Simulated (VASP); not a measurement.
A run of VASP 6.6.1:

Contents of POSCAR:

```
HfN
1.0
    2.3146800532      0.0000000000      0.0000000000
    0.0000000000      2.3146800532      0.0000000000
    0.0000000000      0.0000000000      2.3146800532
Hf N
1 1
Direct
    0.0000000000      0.0000000000      0.0000000000
    0.5000000000      0.5000000000      0.5000000000
```

The input INCAR.step1:

```
SYSTEM = HfN
PREC = Accurate
ENCUT = 520
EDIFF = 1E-6
ISMEAR = -1
SIGMA = 0.05
LREAL = .False.
LASPH = .True.
NELM = 80
ALGO = Normal
ISIF = 2
LWAVE = .False.
LCHARG = .True.
LMAXMIX = 4
GGA = PE
NBANDS = 14
```

Contents of KPOINTS.step1:

```
Automatic mesh
0
Gamma
  14 14 14
  0 0 0
```

File INCAR.step2:

```
SYSTEM = HfN
PREC = Accurate
ENCUT = 520
EDIFF = 1E-6
ISMEAR = -5
SIGMA = 0.05
LREAL = .False.
LASPH = .True.
NELM = 80
ALGO = Normal
ISIF = 2
LWAVE = .False.
LCHARG = .False.
LMAXMIX = 4
GGA = PE
LORBIT = 11
NBANDS = 14
NEDOS = 2001
ICHARG = 11
```

The input KPOINTS.step2:

```
Automatic mesh
0
Gamma
  21 21 21
  0 0 0
```

Potentials or basis: VASP PAW PBE potentials, release 64 (Hf_pv, N).

Command:

```sh
$ cat potpaw_PBE.64/Hf_pv/POTCAR potpaw_PBE.64/N/POTCAR > POTCAR
$ cp INCAR.step1 INCAR
$ cp KPOINTS.step1 KPOINTS
$ mpirun -np 1 vasp_std > vasp.out
$ cp INCAR.step2 INCAR
$ cp KPOINTS.step2 KPOINTS
$ mpirun -np 1 vasp_std > vasp.out
```

Hardware: 1 thread of Intel Xeon 6975P-C (shared host).

**Question.** How long does it take, and how much memory?

**Answer.** Wall time 32 s on 1 thread of Intel Xeon 6975P-C, on a shared host, peak memory 0.17 GiB. Counts: k points 286.
